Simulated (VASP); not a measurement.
# Sn (I4_1/amd) in VASP: a series of runs, part 2 of 2

VASP 6.6.1. Earlier steps stand in the parts before.

**4. Single point, PBE**

This run uses another cell than the first one, of the same volume but with other edges.

INCAR reads:

```
SYSTEM = Sn
PREC     = Accurate       ! precision mode
ENCUT    = 520            ! plane-wave cutoff, eV
EDIFF    = 1E-6           ! SCF threshold, eV
ISMEAR   = 0              ! smearing method
SIGMA    = 0.15           ! smearing width, eV
LREAL    = .FALSE.        ! projectors in reciprocal space
LASPH    = .TRUE.         ! aspherical terms in the spheres
NELM     = 100            ! most SCF steps
ALGO     = Fast           ! electronic algorithm
ISIF     = 2              ! what is computed and relaxed
LWAVE    = .FALSE.        ! write WAVECAR
LCHARG   = .FALSE.        ! write CHGCAR
GGA      = PE             ! functional
NBANDS   = 21             ! bands
```

KPOINTS reads:

```
Automatic mesh
0
G
  14 14 14
  0 0 0
```

POSCAR reads:

```
Sn
1.0
    0.0000000000      3.4262734383      2.9123324225
    3.4262734383      0.0000000000      2.9123324225
    3.4262734383      3.4262734383      0.0000000000
Sn
2
Direct
    0.5000000000      0.5000000000      0.5000000000
    0.7500000000      0.7500000000      0.7500000000
```

Potentials or basis: VASP PAW PBE potentials, release 64 (Sn_d).

Run with:

```sh
$ cat potpaw_PBE.64/Sn_d/POTCAR > POTCAR
$ mpirun -np 1 vasp_std > vasp.out
```

OUTCAR:

```text
SYSTEM = Sn
   PREC = Accurate
   ENCUT = 520
   EDIFF = 1E-6
   ISMEAR = 0
   LREAL = .FALSE.
   LASPH = .TRUE.
   NELM = 100
   ISIF = 2
   GGA = PE

 ion  position               nearest neighbor table
   1  0.500  0.500  0.500-   2 2.83   2 2.83   2 2.83   2 2.83
   2  0.750  0.750  0.750-   1 2.83   1 2.83   1 2.83   1 2.83

  LATTYP: Found a body centered tetragonal cell.
 ALAT       =     4.8454823648
 C/A-ratio  =     1.2020815280

  Lattice vectors:

 A1 = (   0.0000000000,  -3.4262734383,  -2.9123324225)
 A2 = (   0.0000000000,   3.4262734383,  -2.9123324225)
 A3 = (   3.4262734383,   0.0000000000,   2.9123324225)

Analysis of symmetry for initial positions (statically):
=====================================================================
 Subroutine PRICEL returns:
 Original cell was already a primitive cell.

 Routine SETGRP: Setting up the symmetry group for a
 body centered tetragonal supercell.

 Subroutine GETGRP returns: Found 16 space group operations
 (whereof  8 operations were pure point group operations)
 out of a pool of 16 trial point group operations.

The static configuration has the point symmetry D_2d.
 The point group associated with its full space group is D_4h.

Analysis of symmetry for dynamics (positions and initial velocities):
=====================================================================
 Subroutine PRICEL returns:
 Original cell was already a primitive cell.

 Routine SETGRP: Setting up the symmetry group for a
 body centered tetragonal supercell.

 Subroutine GETGRP returns: Found 16 space group operations
 (whereof  8 operations were pure point group operations)
 out of a pool of 16 trial point group operations.

The dynamic configuration has the point symmetry D_2d.
 The point group associated with its full space group is D_4h.

 Subroutine INISYM returns: Found 16 space group operations
 (whereof  8 operations are pure point group operations),
 and found     1 'primitive' translations

----------------------------------------------------------------------------------------

                                     Primitive cell

  volume of cell :      68.3778

  direct lattice vectors                    reciprocal lattice vectors
     0.000000000  3.426273438  2.912332423    -0.145931143  0.145931143  0.171683698
     3.426273438  0.000000000  2.912332423     0.145931143 -0.145931143  0.171683698
     3.426273438  3.426273438  0.000000000     0.145931143  0.145931143 -0.171683698

  length of vectors
     4.496779938  4.496779938  4.845482365     0.268453142  0.268453142  0.268453142

  position of ions in fractional coordinates (direct lattice)
     0.500000000  0.500000000  0.500000000
     0.750000000  0.750000000  0.750000000

  ion indices of the primitive-cell ions
   primitive index   ion index
                 1           1
                 2           2

----------------------------------------------------------------------------------------

 KPOINTS: Automatic mesh

Automatic generation of k-mesh.
 Grid dimensions read from file:
 generate k-points for:   14   14   14

 Generating k-lattice:

  Cartesian coordinates                     Fractional coordinates (reciprocal lattice)
    -0.010423653  0.010423653  0.012263121     0.071428571  0.000000000  0.000000000
     0.010423653 -0.010423653  0.012263121     0.000000000  0.071428571  0.000000000
     0.010423653  0.010423653 -0.012263121     0.000000000  0.000000000  0.071428571

  Length of vectors
     0.019175224  0.019175224  0.019175224

  Shift w.r.t. Gamma in fractional coordinates (k-lattice)
     0.000000000  0.000000000  0.000000000

 Subroutine IBZKPT returns following result:
 ===========================================

 Found    244 irreducible k-points:

 Following reciprocal coordinates:
            Coordinates               Weight
  0.000000  0.000000  0.000000      1.000000
  0.071429  0.000000  0.000000      8.000000
  0.142857 -0.000000  0.000000      8.000000
  0.214286 -0.000000  0.000000      8.000000
  0.285714  0.000000  0.000000      8.000000
  0.357143  0.000000  0.000000      8.000000
[... 16 lines left out ...]
  0.214286  0.142857  0.000000      8.000000
  0.285714  0.142857  0.000000      8.000000
 [... further k-points ...]
   k-points           NKPTS =    244   k-points in BZ     NKDIM =    244   number of bands    NBANDS=     21
   number of dos      NEDOS =    301   number of ions     NIONS =      2
   total plane-waves  NPLWV =  46656
   dimension x,y,z NGX =    36 NGY =   36 NGZ =   36
   dimension x,y,z NGXF=    72 NGYF=   72 NGZF=   72
   ions per type =               2
   NGX,Y,Z   is equivalent  to a cutoff of  13.31, 13.31, 12.35 a.u.
   NGXF,Y,Z  is equivalent  to a cutoff of  26.62, 26.62, 24.70 a.u.
 SYSTEM =  Sn
   PREC   = accura    normal or accurate (medium, high low for compatibility)
   ISTART =      0    job   : 0-new  1-cont  2-samecut
   ICHARG =      2    charge: 1-file 2-atom 10-const
   ISPIN  =      1    spin polarized calculation?
   LNONCOLLINEAR =      F non collinear calculations
   LSORBIT =      F    spin-orbit coupling
   LASPH  =      T    aspherical Exc in radial PAW
   ENCUT  =  520.0 eV  38.22 Ry    6.18 a.u.   8.36  8.36  9.01*2*pi/ulx,y,z
   NELM   =    100;   NELMIN=  2; NELMDL= -5     # of ELM steps
   EDIFF  = 0.1E-05   stopping-criterion for ELM
   LREAL  =      F    real-space projection
   EDIFFG = 0.1E-04   stopping-criterion for IOM
   NSW    =      0    number of steps for IOM
   IBRION =     -1    ionic relax: 0-MD 1-quasi-New 2-CG
   NFREE  =      0    steps in history (QN), initial steepest desc. (CG)
   ISIF   =      2    stress and relaxation
   ISYM   =      2    0-nonsym 1-usesym 2-fastsym
   POTIM  = 0.5000    time-step for ionic-motion
   TEBEG  =    0.0;   TEEND  =   0.0 temperature during run
   PSTRESS=    0.0 pullay stress
   NELECT =      28.0000    total number of electrons
   NUPDOWN=      -1.0000    fix difference up-down
   EMIN   =  10.00;   EMAX   =-10.00  energy-range for DOS
   EFERMI =   0.00;   METHOD = LEGACY
   ISMEAR =     0;   SIGMA  =   0.15  broadening in eV -4-tet -1-fermi 0-gaus
   EFERMI_NEDOS =   21; number of points for ismear=-14 and -15
   IALGO  =     68    algorithm
   IMIX   =      4    mixing-type and parameters
     AMIX     =   0.40;   BMIX     =  1.00
     AMIX_MAG =   1.60;   BMIX_MAG =  1.00
  volume/ion in A,a.u.               =      34.19       230.72
  Fermi-wavevector in a.u.,A,eV,Ry     =   1.215689  2.297319 20.108049  1.477900
  Thomas-Fermi vector in A             =   2.351068
   LORBIT       =      0    0 simple, 1 ext, 2 COOP (PROOUT), +10 PAW based schemes
   GGA     = PE    functional components
   LHFCALC =     F    Hartree Fock is set to
   AEXX    =    0.0000 exact exchange contribution
   IVDW    =     0    specifies the selected vdW correction
   LEPSILON=     F    determine dielectric tensor
   LRPA    =     F    only Hartree local field effects (RPA)
 non-spin polarized calculation
 RMM-DIIS sequential band-by-band and
 Gauss-broadening in eV      SIGMA  =   0.15
  energy-cutoff  :      520.00
  volume of cell :       68.38
 maximum number of plane-waves:      1860
 NGX is ok and might be reduce to    36

 number of electron      28.0000003 magnetization

 Free energy of the ion-electron system (eV)
  ---------------------------------------------------
  ext. energy  EPLUGINS =         0.00000000
  ---------------------------------------------------
  free energy    TOTEN  =        -7.55999513 eV

  energy without entropy =       -7.55695987  energy(sigma->0) =       -7.55847750

 E-fermi :   5.6591     XC(G=0):  -8.9070

 val. band max:        5.6445548244   @ k =   0.1429   0.0000   0.0714
 cond. band min:       5.6607593831   @ k =   0.1429  -0.0000   0.0000
 fundamental gap:      0.0162045587
 Fermi energy:         5.6591329226

 k-point     1 :       0.0000    0.0000    0.0000
  band No.  band energies     occupation
      1     -16.0854      2.00000
      2     -16.0183      2.00000
      3     -16.0183      2.00000
      4     -15.9963      2.00000
      5     -15.9689      2.00000
      6     -15.7275      2.00000
[... 13 lines left out ...]
     20      12.3886      0.00000
     21      13.1563      0.00000
[... 529 lines left out ...]
 k-point    24 :       0.2857    0.1429    0.0000
  band No.  band energies     occupation
      1     -16.0710      2.00000
      2     -16.0329      2.00000
      3     -16.0212      2.00000
      4     -15.9522      2.00000
      5     -15.9305      2.00000
      6     -15.7729      2.00000
[... 13 lines left out ...]
     20      13.2912      0.00000
     21      13.3370      0.00000

 [... further k-points ...]
[... 5 lines left out ...]
  --------------------------------------------------------------------------------------
  -------------------------------------------------------------------------------------
  Total        0.7524171      0.7524171      2.0499048      0.0000000      0.0000000      0.0000000
  in kB       17.6300780     17.6300780     48.0318475      0.0000000      0.0000000      0.0000000
  external PRESSURE =      27.7640012 kB  Pullay stress =       0.0000000 kB

 VOLUME and BASIS-vectors are now :
 -----------------------------------------------------------------------------
  energy-cutoff  :      520.00
  volume of cell :       68.38
      direct lattice vectors                 reciprocal lattice vectors
     0.000000000  3.426273438  2.912332423    -0.145931143  0.145931143  0.171683698
     3.426273438  0.000000000  2.912332423     0.145931143 -0.145931143  0.171683698
     3.426273438  3.426273438  0.000000000     0.145931143  0.145931143 -0.171683698

 POSITION                                       TOTAL-FORCE (eV/Angst)
 -----------------------------------------------------------------------------------
      3.42627      3.42627      2.91233         0.000000      0.000000     -0.000000
      5.13941      5.13941      4.36850        -0.000000     -0.000000      0.000000
 -----------------------------------------------------------------------------------
    total drift:                                0.000000      0.000000      0.000000

  FREE ENERGIE OF THE ION-ELECTRON SYSTEM (eV)
  ---------------------------------------------------
  free  energy   TOTEN  =        -7.5599951321 eV

  energy  without entropy=       -7.5569598674  energy(sigma->0) =       -7.55847750
```

Run time: 5.7 min. Hardware: 1 thread of Intel Xeon 6975P-C, shared host; peak memory 0.41 GiB.

Results:

```
Free energy            : -7.5600 eV
Pressure               : 2.8 GPa
Band gap on the k mesh : zero (band 14 reaches 5.98 eV, above the bottom of band 15 at 5.36 eV)
```

Levels at points of the mesh, in eV from the Fermi level:
| k point | band 12 | band 13 | band 14 | band 15 | band 16 | band 17 |
| --- | --- | --- | --- | --- | --- | --- |
| (0.00, 0.00, 0.00) | -0.82 | -0.25 | -0.25 | 0.67 | 1.80 | 2.47 |
| (0.50, 0.00, 0.00) | -6.29 | -1.62 | -0.63 | -0.30 | 2.86 | 3.80 |
| (0.50, 0.50, 0.00) | -7.14 | -2.99 | -2.99 | 0.21 | 0.21 | 7.75 |
| (0.50, 0.00, 0.50) | -7.68 | -2.10 | -2.10 | 1.17 | 1.17 | 6.81 |

Caveat: spin-orbit coupling is left out, which moves the levels of the heavy elements.

**5. Single point, PBE**

This run uses another cell than the first one, of the same volume but with other edges.

INCAR reads:

```
SYSTEM = Sn
PREC = Accurate ; ENCUT = 520
EDIFF = 1E-6 ; ISMEAR = 0
SIGMA = 0.15 ; LREAL = .FALSE.
LASPH = .TRUE. ; NELM = 80
ALGO = Fast ; ISIF = 2
LWAVE = .FALSE. ; LCHARG = .FALSE.
GGA = PE ; NBANDS = 21
```

KPOINTS is that of step 4.

POSCAR reads:

```
Sn
1.0
    0.0000000000      3.0542265353      3.6650718424
    3.0542265353      0.0000000000      3.6650718424
    3.0542265353      3.0542265353      0.0000000000
Sn
2
Direct
    0.5000000000      0.5000000000      0.5000000000
    0.7500000000      0.7500000000      0.7500000000
```

Run with:

```sh
$ cat potpaw_PBE.64/Sn_d/POTCAR > POTCAR
$ mpirun -np 1 vasp_std > vasp.out
```

Run time: 4.9 min. Hardware: 1 thread of Intel Xeon 6975P-C, shared host; peak memory 0.4 GiB.

The run converged. Its results:

* Free energy: -7.4829 eV
* Pressure: 3.0 GPa
* Band gap on the k mesh: zero (band 14 reaches 6.21 eV, above the bottom of band 15 at 5.30 eV)

Stress tensor (GPa, compression positive):
```
 5.09  0.00  0.00
 0.00  5.09  0.00
 0.00  0.00 -1.23
```

Levels at points of the mesh, in eV from the Fermi level:
```csv
k point,band 12,band 13,band 14,band 15,band 16,band 17
"(0.00, 0.00, 0.00)",-1.07,-0.99,0.45,0.45,1.93,1.93
"(0.50, 0.00, 0.00)",-6.39,-1.89,-0.54,-0.47,3.20,3.53
"(0.50, 0.50, 0.00)",-8.03,-1.82,-1.82,1.53,1.53,7.28
"(0.50, 0.00, 0.50)",-7.35,-2.80,-2.80,0.34,0.34,6.51
```

Caveat: spin-orbit coupling is left out, which moves the levels of the heavy elements.

**6. Single point, PBE**

This run uses another cell than the first one, of the same volume but with other edges.

INCAR reads:

```
PREC = Accurate
ENCUT = 520
EDIFF = 1E-6
ISMEAR = 0
SIGMA = 0.15
LREAL = F
LASPH = T
NELM = 80
ALGO = Fast
ISIF = 2
LWAVE = F
LCHARG = F
GGA = PE
NBANDS = 21
```

KPOINTS reads:

```
regular mesh
0
Gamma
  14 14 14
```

POSCAR reads:

```
Sn
1.0
    0.0000000000      3.5258469821      2.7501606460
    3.5258469821      0.0000000000      2.7501606460
    3.5258469821      3.5258469821      0.0000000000
Sn
2
Direct
    0.5000000000      0.5000000000      0.5000000000
    0.7500000000      0.7500000000      0.7500000000
```

Potentials or basis: VASP PAW PBE potentials, release 64 (Sn_d).

Run with:

```sh
$ cat potpaw_PBE.64/Sn_d/POTCAR > POTCAR
$ mpirun -np 1 vasp_std > vasp.out
```

Run time: 6.1 min. Hardware: 1 thread of Intel Xeon 6975P-C, shared host; peak memory 0.42 GiB.

It converged, with:

- Free energy: -7.4828 eV
- Pressure: 2.2 GPa
- Band gap on the k mesh: zero (band 14 reaches 6.04 eV, above the bottom of band 15 at 5.13 eV)

Stress tensor (GPa, compression positive):
```
1.10 0.00 0.00
0.00 1.10 0.00
0.00 0.00 4.27
```

Levels at points of the mesh, in eV from the Fermi level:
| k point | band 10 | band 11 | band 12 | band 13 | band 14 | band 15 | band 16 | band 17 | band 18 | band 19 |
| --- | --- | --- | --- | --- | --- | --- | --- | --- | --- | --- |
| (0.00, 0.00, 0.00) | -21.19 | -10.43 | -0.91 | -0.28 | -0.28 | 1.01 | 1.82 | 2.84 | 2.84 | 5.22 |
| (0.50, 0.00, 0.00) | -21.18 | -8.77 | -6.17 | -1.70 | -0.47 | -0.37 | 2.78 | 4.12 | 6.38 | 7.40 |
| (0.50, 0.50, 0.00) | -21.28 | -6.84 | -6.84 | -3.11 | -3.11 | 0.10 | 0.10 | 7.85 | 7.85 | 9.25 |
| (0.50, 0.00, 0.50) | -21.19 | -7.64 | -7.64 | -1.72 | -1.72 | 1.48 | 1.48 | 6.20 | 6.20 | 7.55 |

Caveat: spin-orbit coupling is left out, which moves the levels of the heavy elements.

**7. Summary**

| cell | further INCAR settings | gap on the mesh (eV) | pressure (GPa) |
| --- | --- | --- | --- |
| a = 4.462, b = 4.462, c = 5.152 Å, angles 54.7, 54.7, 70.5°, 2 atoms | ALGO = Fast; EDIFF = 1e-07; NBANDS = 21 | none | 1.2 |
| a = 5.008, b = 5.008, c = 4.089 Å, angles 65.9, 65.9, 48.2°, 2 atoms | ALGO = Fast; EDIFF = 1e-06; NBANDS = 21 | none | 2.4 |
| a = 4.497, b = 4.497, c = 4.845 Å, angles 57.4, 57.4, 65.2°, 2 atoms | ALGO = Fast; EDIFF = 1e-06; NBANDS = 21 | none | 2.8 |
| a = 4.771, b = 4.771, c = 4.319 Å, angles 63.1, 63.1, 53.8°, 2 atoms | ALGO = Fast; EDIFF = 1e-06; NBANDS = 21 | none | 3.0 |
| a = 4.472, b = 4.472, c = 4.986 Å, angles 56.1, 56.1, 67.8°, 2 atoms | ALGO = Fast; EDIFF = 1e-06; NBANDS = 21 | none | 2.2 |

Alike in all rows: task single point; level PBE; potentials or basis VASP PAW PBE potentials, release 64 (Sn_d); no spin polarisation; k mesh 14 × 14 × 14; cutoff (eV) 520; smearing gaussian 0.15 eV.

Caveats: spin-orbit coupling is left out, which moves the levels of the heavy elements.

Total energies depend on the potentials used, so only differences within one code and one set of settings carry meaning.
